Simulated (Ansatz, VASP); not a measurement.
## Two plane-wave programs on BaS

The input INCAR:

```
SYSTEM = BaS
ALGO = Normal ; EDIFF = 1E-7
EDIFFG = -0.01 ; ENCUT = 500
GGA_COMPAT = .False. ; IBRION = 2
ISIF = 3 ; ISMEAR = 0
LASPH = .True. ; LCHARG = .False.
LREAL = .False. ; LWAVE = .False.
NELM = 120 ; NELMIN = 4
NSW = 80 ; PREC = Accurate
SIGMA = 0.01
```

File KPOINTS:

```
k-points
0
Gamma
  6 6 6
  0 0 0
```

Contents of POSCAR:

```
BaS
1.0
    0.0000000000      3.1937500000      3.1937500000
    3.1937500000      0.0000000000      3.1937500000
    3.1937500000      3.1937500000      0.0000000000
Ba S
1 1
Direct
    0.0000000000      0.0000000000      0.0000000000
    0.5000000000      0.5000000000      0.5000000000
```

Input for Ansatz:

```yaml
crystal:
  lattice:
    bravais: fcc
    a: 6.3875
  space_group: 225
  atoms:
    - { symbol: Ba, position: [0.0, 0.0, 0.0] }
    - { symbol: S, position: [0.5, 0.0, 0.0] }
  reduce_to_primitive: true
kpoints:
  mp_grid:
    grid: [6, 6, 6]
hamiltonian:
  xc: lda
scf:
  occupations:
    method: fixed
relax:
  cell: {}
```

Alike in both runs: task relaxation of cell and atoms; functional LDA; k mesh 6 × 6 × 6; no spin polarisation.

|  | VASP | Ansatz |
| --- | --- | --- |
| version | VASP 6.6.1 | Ansatz 0.2.0 |
| potentials or method | VASP PAW LDA potentials, release 64 (Ba_sv, S) | plane waves, PAW |
| plane-wave cutoff (eV) | 500 | 420 |
| occupations | gaussian, width 0.01 eV | fixed |
| valence electrons in the cell | 16 | 16 |

Ansatz gave:

| Property | Result |
| --- | --- |
| relaxed volume (Å³/atom) | 30.84 |
| relaxed cell length with the largest relative difference (Å) | 4.435 |

**Question.** What did VASP give for the same quantities?

**Answer.** Relaxed volume (Å³/atom): 31.30; relaxed cell length with the largest relative difference (Å): 4.457.

LDA's correlation is that of Perdew and Zunger in VASP and of Perdew and Wang (1992) in Ansatz.

Neither program's run includes spin-orbit coupling.
